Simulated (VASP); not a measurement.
ScAgC4N4:

```
CELL_PARAMETERS angstrom
3.75615 -4.03115 0.00000
3.75615 4.03115 0.00000
0.00000 0.00000 7.51230
ATOMIC_POSITIONS crystal
Sc 0.00000 0.00000 0.00000
Ag 0.50000 0.50000 0.50000
C 0.80968 0.80968 0.80968
C 0.19032 0.19032 0.19032
C 0.80968 0.80968 0.19032
C 0.19032 0.19032 0.80968
N 0.69955 0.69955 0.69955
N 0.30045 0.30045 0.30045
N 0.69955 0.69955 0.30045
N 0.30045 0.30045 0.69955
```

| Item | Value |
| --- | --- |
| Program | VASP 6.6.1 |
| Task | relaxation of cell and atoms |
| Functional | PBE |
| Potentials or basis | VASP PAW PBE potentials, release 64 (Sc_sv, Ag, C, N) |
| Cutoff | 600 eV |
| k mesh | 4 × 4 × 2 |
| Occupations | gaussian, width 0.1 eV |
| Spin | no spin polarisation |

At the start: pressure 10.7 GPa; volume 22.75 Å³/atom.

Question: Where does the relaxation end?

Answer: Over 43 steps the energy falls by 208.4 meV/atom and the volume is 24.82 Å³/atom (+9.1 %); space group Cmmm (No. 65, to 0.1 Å) before and after.

Step by step:
```tsv
step	energy change (eV)	largest force (eV/Å)	pressure (GPa)	volume (Å³)
1	0.0000	3.0468	10.71	227.50
3	-1.4501	5.1137	7.37	250.77
5	-2.0259	0.3177	-0.01	264.10
7	-2.0284	0.2002	0.10	264.05
9	-2.0427	0.3165	-0.05	266.01
11	-2.0457	0.4549	-0.15	267.44
13	-2.0489	0.1503	-0.54	267.94
15	-2.0531	0.1047	-0.42	267.44
17	-2.0575	0.1387	0.10	265.20
19	-2.0589	0.0747	-0.13	265.76
21	-2.0591	0.1589	-0.18	265.55
23	-2.0599	0.1659	-0.15	265.14
25	-2.0622	0.2009	-0.05	263.50
27	-2.0653	0.1447	0.33	260.75
29	-2.0670	0.1432	0.28	260.62
31	-2.0735	0.1959	-0.19	259.36
33	-2.0741	0.0796	-0.36	259.12
35	-2.0784	0.0336	0.10	255.39
37	-2.0786	0.0766	0.02	255.12
39	-2.0803	0.0629	0.01	253.91
41	-2.0836	0.1355	-0.15	248.45
43	-2.0839	0.0248	-0.04	248.18
```

Final structure:
```
CELL_PARAMETERS angstrom
4.21546 -3.76170 0.00000
4.21546 3.76170 0.00000
0.00000 0.00000 7.82530
ATOMIC_POSITIONS crystal
Sc 0.00000 0.00000 0.00000
Ag 0.50000 0.50000 0.50000
C 0.80520 0.80520 0.80395
C 0.19480 0.19480 0.19605
C 0.80520 0.80520 0.19605
C 0.19480 0.19480 0.80395
N 0.69418 0.69418 0.71370
N 0.30582 0.30582 0.28630
N 0.69418 0.69418 0.28630
N 0.30582 0.30582 0.71370
```
